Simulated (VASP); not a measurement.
# SrCl2 (I4/mmm) in VASP: further runs

SrCl2 is run at these levels: PBE; tasks: single point.

Program: VASP 6.6.1. These are calculated values, not measurements. Logs are shortened: lines on timing, memory, paths and dates and some standing lists are left out, and cuts for length are marked.

### Step 1. The cell of the first run

Symmetry: I4/mmm, No. 139, tetragonal system. The conventional cell has a = 5.533 Å, b = 5.533 Å, c = 5.532 Å, α = 90.00°, β = 90.00°, γ = 90.00°. Sr (site symmetry 4/mmm) has 8 Cl at 3.09 Å within 4.1 Å. Within 3.6 Å of Cl (site symmetry -4m2) lie 2 Cl at 2.77 Å and 4 Sr at 3.09 Å.

### Step 2. Single point, PBE

INCAR reads:

```
ALGO = Normal
EDIFF = 1E-6
ENCUT = 520
GGA = PE
ISIF = 2
ISMEAR = 0
LASPH = True
LCHARG = False
LREAL = False
LWAVE = False
NBANDS = 19
NELM = 60
PREC = Accurate
SIGMA = 0.05
```

KPOINTS reads:

```
k-points
0
Gamma
  6 6 6
```

POSCAR reads:

```
SrCl2
1.0
    0.0000000000      3.9125384253      2.7661646667
    3.9125384253      0.0000000000      2.7661646667
    3.9125384253      3.9125384253      0.0000000000
Sr Cl
1 2
Direct
    0.0000000000      0.0000000000      0.0000000000
    0.2500000000      0.2500000000      0.2500000000
    0.7500000000      0.7500000000      0.7500000000
```

Potentials or basis: VASP PAW PBE potentials, release 64 (Sr_sv, Cl).

On the command line:

```
> cat potpaw_PBE.64/Sr_sv/POTCAR potpaw_PBE.64/Cl/POTCAR > POTCAR
> mpirun -np 1 vasp_std > vasp.out
```

OUTCAR:

```text
EDIFF = 1E-6
   ENCUT = 520
   GGA = PE
   ISIF = 2
   ISMEAR = 0
   LASPH = True
   LREAL = False
   NELM = 60
   PREC = Accurate

 ion  position               nearest neighbor table
   1  0.000  0.000  0.000-   2 3.09   3 3.09   3 3.09   3 3.09   3 3.09   2 3.09   2 3.09   2 3.09

   2  0.250  0.250  0.250-   1 3.09   1 3.09   1 3.09   1 3.09
   3  0.750  0.750  0.750-   1 3.09   1 3.09   1 3.09   1 3.09

  LATTYP: Found a body centered tetragonal cell.
 ALAT       =     5.5331649044
 C/A-ratio  =     0.9998489886

  Lattice vectors:

 A1 = (   0.0000000000,  -3.9125384253,  -2.7661646667)
 A2 = (   0.0000000000,   3.9125384253,  -2.7661646667)
 A3 = (   3.9125384253,   0.0000000000,   2.7661646667)

Analysis of symmetry for initial positions (statically):
=====================================================================
 Subroutine PRICEL returns:
 Original cell was already a primitive cell.

 Routine SETGRP: Setting up the symmetry group for a
 body centered tetragonal supercell.

 Subroutine GETGRP returns: Found 16 space group operations
 (whereof 16 operations were pure point group operations)
 out of a pool of 16 trial point group operations.

The static configuration has the point symmetry D_4h.

Analysis of symmetry for dynamics (positions and initial velocities):
=====================================================================
 Subroutine PRICEL returns:
 Original cell was already a primitive cell.

 Routine SETGRP: Setting up the symmetry group for a
 body centered tetragonal supercell.

 Subroutine GETGRP returns: Found 16 space group operations
 (whereof 16 operations were pure point group operations)
 out of a pool of 16 trial point group operations.

The dynamic configuration has the point symmetry D_4h.

 Subroutine INISYM returns: Found 16 space group operations
 (whereof 16 operations are pure point group operations),
 and found     1 'primitive' translations

----------------------------------------------------------------------------------------

                                     Primitive cell

  volume of cell :      84.6887

  direct lattice vectors                    reciprocal lattice vectors
     0.000000000  3.912538425  2.766164667    -0.127794272  0.127794272  0.180755689
[... 85 lines left out ...]
   LASPH  =      T    aspherical Exc in radial PAW
   ENCUT  =  520.0 eV  38.22 Ry    6.18 a.u.   8.91  8.91 10.29*2*pi/ulx,y,z
   NELM   =     60;   NELMIN=  2; NELMDL= -5     # of ELM steps
   EDIFF  = 0.1E-05   stopping-criterion for ELM
   LREAL  =      F    real-space projection
   EDIFFG = 0.1E-04   stopping-criterion for IOM
   NSW    =      0    number of steps for IOM
   IBRION =     -1    ionic relax: 0-MD 1-quasi-New 2-CG
   NFREE  =      0    steps in history (QN), initial steepest desc. (CG)
   ISIF   =      2    stress and relaxation
   ISYM   =      2    0-nonsym 1-usesym 2-fastsym
   POTIM  = 0.5000    time-step for ionic-motion
   TEBEG  =    0.0;   TEEND  =   0.0 temperature during run
   PSTRESS=    0.0 pullay stress
   NELECT =      24.0000    total number of electrons
   NUPDOWN=      -1.0000    fix difference up-down
   EMIN   =  10.00;   EMAX   =-10.00  energy-range for DOS
   EFERMI =   0.00;   METHOD = LEGACY
   ISMEAR =     0;   SIGMA  =   0.05  broadening in eV -4-tet -1-fermi 0-gaus
   EFERMI_NEDOS =   21; number of points for ismear=-14 and -15
   IALGO  =     38    algorithm
   IMIX   =      4    mixing-type and parameters
     AMIX     =   0.40;   BMIX     =  1.00
     AMIX_MAG =   1.60;   BMIX_MAG =  1.00
  volume/ion in A,a.u.               =      28.23       190.50
  Fermi-wavevector in a.u.,A,eV,Ry     =   1.075318  2.032056 15.732530  1.156308
  Thomas-Fermi vector in A             =   2.211171
   LORBIT       =      0    0 simple, 1 ext, 2 COOP (PROOUT), +10 PAW based schemes
   GGA     = PE    functional components
   LHFCALC =     F    Hartree Fock is set to
   AEXX    =    0.0000 exact exchange contribution
   IVDW    =     0    specifies the selected vdW correction
   LEPSILON=     F    determine dielectric tensor
   LRPA    =     F    only Hartree local field effects (RPA)
 non-spin polarized calculation
 Gauss-broadening in eV      SIGMA  =   0.05
  energy-cutoff  :      520.00
  volume of cell :       84.69
 maximum number of plane-waves:      2318
   NGX = 17   NGY = 17   NGZ = 21

 number of electron      23.9999998 magnetization

 Free energy of the ion-electron system (eV)
  ---------------------------------------------------
  ext. energy  EPLUGINS =         0.00000000
  ---------------------------------------------------
  free energy    TOTEN  =       -11.34278039 eV

  energy without entropy =      -11.34278039  energy(sigma->0) =      -11.34278039

 E-fermi :   3.2671     XC(G=0):  -8.2808

 val. band max:        3.0043381248   @ k =   0.5000   0.5000   0.0000
 cond. band min:       4.5447805116   @ k =   0.0000   0.0000   0.0000
 fundamental gap:      1.5404423869
 Fermi energy:         3.2671187593

 k-point     1 :       0.0000    0.0000    0.0000
  band No.  band energies     occupation
      1     -32.9487      2.00000
      2     -14.9726      2.00000
      3     -14.8790      2.00000
      4     -14.8790      2.00000
      5     -13.0414      2.00000
      6     -11.4238      2.00000
[... 505 lines left out ...]
      6     -11.6322      2.00000
[... 11 lines left out ...]
     18       8.7321      0.00000
     19       9.3405      0.00000

 [... further k-points ...]

------------------------ aborting loop because EDIFF is reached ----------------------------------------

  FORCE on cell =-STRESS in cart. coord.  units (eV):
  Direction    XX          YY          ZZ          XY          YZ          ZX
  --------------------------------------------------------------------------------------
  -------------------------------------------------------------------------------------
  Total       -2.8872083     -2.8872083     12.2461889      0.0000000     -0.0000000      0.0000000
  in kB      -54.6214775    -54.6214775    231.6787926      0.0000000     -0.0000000      0.0000000
  external PRESSURE =      40.8119458 kB  Pullay stress =       0.0000000 kB

 VOLUME and BASIS-vectors are now :
 -----------------------------------------------------------------------------
  energy-cutoff  :      520.00
  volume of cell :       84.69
      direct lattice vectors                 reciprocal lattice vectors
     0.000000000  3.912538425  2.766164667    -0.127794272  0.127794272  0.180755689
     3.912538425  0.000000000  2.766164667     0.127794272 -0.127794272  0.180755689
     3.912538425  3.912538425  0.000000000     0.127794272  0.127794272 -0.180755689

 POSITION                                       TOTAL-FORCE (eV/Angst)
 -----------------------------------------------------------------------------------
      0.00000      0.00000      0.00000        -0.000000      0.000000     -0.000000
      1.95627      1.95627      1.38308        -0.000000     -0.000000      0.000000
      5.86881      5.86881      4.14925         0.000000      0.000000     -0.000000
 -----------------------------------------------------------------------------------
    total drift:                                0.000000      0.000000      0.000000

  FREE ENERGIE OF THE ION-ELECTRON SYSTEM (eV)
  ---------------------------------------------------
  free  energy   TOTEN  =       -11.3427803930 eV

  energy  without entropy=      -11.3427803930  energy(sigma->0) =      -11.34278039
```

OSZICAR:

```text
N       E                     dE             d eps       ncg     rms          rms(c)
DAV:   1     0.139726473850E+03    0.13973E+03   -0.11561E+04  1140   0.114E+03
DAV:   2    -0.219393813660E+01   -0.14192E+03   -0.13776E+03  1529   0.220E+02
DAV:   3    -0.115682155303E+02   -0.93743E+01   -0.93350E+01  1486   0.558E+01
DAV:   4    -0.118781185279E+02   -0.30990E+00   -0.30938E+00  1836   0.892E+00
DAV:   5    -0.118807015657E+02   -0.25830E-02   -0.25829E-02  1577   0.795E-01    0.113E+01
DAV:   6    -0.113620839560E+02    0.51862E+00   -0.89201E-01  1407   0.525E+00    0.755E+00
DAV:   7    -0.113279946818E+02    0.34089E-01   -0.49745E-01  1528   0.401E+00    0.280E+00
DAV:   8    -0.113402124134E+02   -0.12218E-01   -0.75604E-02  1238   0.157E+00    0.500E-01
DAV:   9    -0.113406222092E+02   -0.40980E-03   -0.51349E-03  1529   0.373E-01    0.183E-01
DAV:  10    -0.113426358304E+02   -0.20136E-02   -0.18520E-03  1197   0.238E-01    0.347E-02
DAV:  11    -0.113427389018E+02   -0.10307E-03   -0.77094E-05  1470   0.482E-02    0.491E-02
DAV:  12    -0.113427705720E+02   -0.31670E-04   -0.22006E-05  1249   0.233E-02    0.106E-02
DAV:  13    -0.113427803079E+02   -0.97359E-05   -0.13503E-05  1259   0.179E-02    0.471E-03
DAV:  14    -0.113427803930E+02   -0.85081E-07   -0.56594E-07  1277   0.453E-03
   1 F= -.11342780E+02 E0= -.11342780E+02  d E =-.132324E-15
```

stdout:

```text
POSCAR found type information on POSCAR SrCl
 POSCAR found :  2 types and       3 ions
 scaLAPACK will be used
 LDA part: xc-table for (Slater+PW92), standard interpolation
 POSCAR, INCAR and KPOINTS ok, starting setup
 FFT: planning ... GRIDC
 FFT: planning ... GRID_SOFT
 FFT: planning ... GRID
 WAVECAR not read
 entering main loop
```

Wall time 33 s (1 thread of AMD EPYC 9R14 (Zen 4), shared host); peak memory 0.21 GiB.

Results:

```yaml
Free_energy: -11.3428 eV
Pressure: 4.1 GPa
Band_gap_on_the_k_mesh: 1.54 eV, indirect (least direct gap 1.64 eV)
```

 A k mesh can miss the band edges.

### Step 3. Single point, PBE

This run uses another cell than the first one, of the same volume but with other edges.

INCAR reads:

```
PREC     = Accurate       # precision mode
ENCUT    = 520            # plane-wave cutoff, eV
EDIFF    = 1E-6           # SCF threshold, eV
ISMEAR   = 0              # smearing method
SIGMA    = 0.05           # smearing width, eV
LREAL    = False          # projectors in reciprocal space
LASPH    = True           # aspherical terms in the spheres
NELM     = 80             # most SCF steps
ALGO     = Normal         # electronic algorithm
ISIF     = 2              # what is computed and relaxed
LWAVE    = False          # write WAVECAR
LCHARG   = False          # write CHGCAR
GGA      = PE             # functional
NBANDS   = 19             # bands
```

KPOINTS reads:

```
Automatic mesh
0
Gamma
  6 6 6
```

POSCAR reads:

```
SrCl2
1.0
    0.0000000000      3.6795279976      3.1275987980
    3.6795279976      0.0000000000      3.1275987980
    3.6795279976      3.6795279976      0.0000000000
Sr Cl
1 2
Direct
    0.0000000000      0.0000000000      0.0000000000
    0.2500000000      0.2500000000      0.2500000000
    0.7500000000      0.7500000000      0.7500000000
```

Potentials or basis: VASP PAW PBE potentials, release 64 (Sr_sv, Cl).

On the command line:

```
> cat potpaw_PBE.64/Sr_sv/POTCAR potpaw_PBE.64/Cl/POTCAR > POTCAR
> mpirun -np 1 vasp_std > vasp.out
```

Run time: 31 s. Hardware: 1 thread of AMD EPYC 9R14 (Zen 4), shared host; peak memory 0.2 GiB.

It converged, with:

```
Free energy            : -12.5195 eV
Pressure               : 1.5 GPa
Band gap on the k mesh : 4.04 eV, indirect (least direct gap 4.23 eV)
```

Stress tensor (GPa, compression positive):
```
-1.69  0.00  0.00
 0.00 -1.69  0.00
 0.00  0.00  8.01
```

Levels at points of the mesh, in eV from the valence-band top:
```csv
k point,band 10,band 11,band 12,band 13,band 14,band 15
"(0.00, 0.00, 0.00)",-1.61,-1.61,-0.20,4.04,4.65,6.07
"(0.50, 0.00, 0.00)",-2.16,-1.97,-1.81,5.68,5.88,6.30
"(0.50, 0.50, 0.00)",-1.42,-1.42,0.00,4.49,6.66,6.84
"(0.50, 0.00, 0.50)",-1.81,-1.08,-0.25,4.45,5.75,6.65
```

 A k mesh can miss the band edges.
